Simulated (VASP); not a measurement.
**Au: single point with LDA**

Crystal: Au.

```
CELL_PARAMETERS angstrom
2.59428 0.00000 0.00000
0.00000 2.59428 0.00000
0.00000 0.00000 2.59428
ATOMIC_POSITIONS crystal
Au 0.00000 0.00000 0.00000
```

```yaml
Program: VASP 6.6.1
Task: single point
Functional: LDA
Potentials_or_basis: VASP PAW LDA potentials, release 64 (Au)
Cutoff: 520 eV
k_mesh: 14 × 14 × 14
Occupations: fermi-dirac, width 0.05 eV
Spin: no spin polarisation
Dipole_correction: no
Further_INCAR_settings: ALGO = Normal; EDIFF = 1e-06; NBANDS = 12; ISYM = 0
```

```yaml
Pressure: 16.3 GPa
```

Levels at points of the mesh, in eV from the Fermi level:
| k point | band 2 | band 3 | band 4 | band 5 | band 6 | band 7 | band 8 | band 9 | band 10 | band 11 |
| --- | --- | --- | --- | --- | --- | --- | --- | --- | --- | --- |
| (0.00, 0.00, 0.00) | -6.95 | -6.95 | -1.35 | -1.35 | -1.35 | 14.75 | 14.75 | 14.75 | 20.57 | 23.18 |
| (0.50, 0.00, 0.00) | -6.42 | -3.32 | -3.32 | -1.22 | -1.16 | 2.92 | 16.45 | 19.33 | 20.63 | 20.63 |
| (0.00, 0.50, 0.00) | -6.42 | -3.32 | -3.32 | -1.22 | -1.16 | 2.92 | 16.45 | 19.33 | 20.63 | 20.63 |
| (0.00, 0.00, 0.50) | -6.42 | -3.32 | -3.32 | -1.22 | -1.16 | 2.92 | 16.45 | 19.33 | 20.63 | 20.63 |
| (0.50, 0.50, 0.00) | -5.92 | -2.97 | -2.97 | 0.13 | 3.78 | 3.78 | 8.21 | 12.55 | 21.32 | 21.32 |
| (0.00, 0.50, 0.50) | -5.92 | -2.97 | -2.97 | 0.13 | 3.78 | 3.78 | 8.21 | 12.55 | 21.32 | 21.32 |
| (0.50, 0.00, 0.50) | -5.92 | -2.97 | -2.97 | 0.13 | 3.78 | 3.78 | 8.21 | 12.55 | 21.32 | 21.32 |
| (0.50, 0.50, 0.50) | -6.06 | -6.06 | 0.26 | 0.26 | 9.26 | 9.26 | 9.26 | 9.75 | 15.41 | 18.37 |

Wall time 69 s on 1 thread of Intel(R) Xeon(R) Platinum 8559C (Emerald Rapids), with other jobs on the host, peak memory 0.35 GiB.

Caveat: spin-orbit coupling is left out, which moves the levels of the heavy elements.
